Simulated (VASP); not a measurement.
C, 4 atoms in the cell. Symmetry: P6_3/mmc, No. 194, hexagonal system. The conventional cell has a = 2.456 Å, b = 2.456 Å, c = 7.011 Å, α = 90.00°, β = 90.00°, γ = 120.00°. C (site symmetry -6m2) has 3 C at 1.42 Å within 1.9 Å. C (site symmetry -6m2) has 3 C at 1.42 Å within 1.9 Å. 

| Property | Result |
| --- | --- |
| Program | VASP 6.6.1 |
| Task | single point |
| Functional | r2SCAN |
| Potentials or basis | VASP PAW PBE potentials, release 64 (C) |
| Cutoff | 520 eV |
| k mesh | 2 × 2 × 1 |
| Occupations | fermi-dirac, width 0.05 eV |
| Spin | no spin polarisation |
| Dipole correction | no |
| Further INCAR settings | ALGO = Normal; EDIFF = 1e-07; NBANDS = 16 |

Potentials or basis: VASP PAW PBE potentials, release 64 (C).

The run is started by

```bash
$ cat potpaw_PBE.64/C/POTCAR > POTCAR
$ cp INCAR.step1 INCAR
$ mpirun -np 1 vasp_std > vasp.out
$ cp INCAR.step2 INCAR
$ mpirun -np 1 vasp_std > vasp.out
```

Hardware: 1 thread of Intel(R) Xeon(R) 6975P-C (Granite Rapids), on a shared host.

Question: How long does it take, and how much memory?

Answer: It took 8.4 s on 1 thread of Intel(R) Xeon(R) 6975P-C (Granite Rapids), with other jobs on the host, peak memory 0.13 GiB. Counts: k points 2.
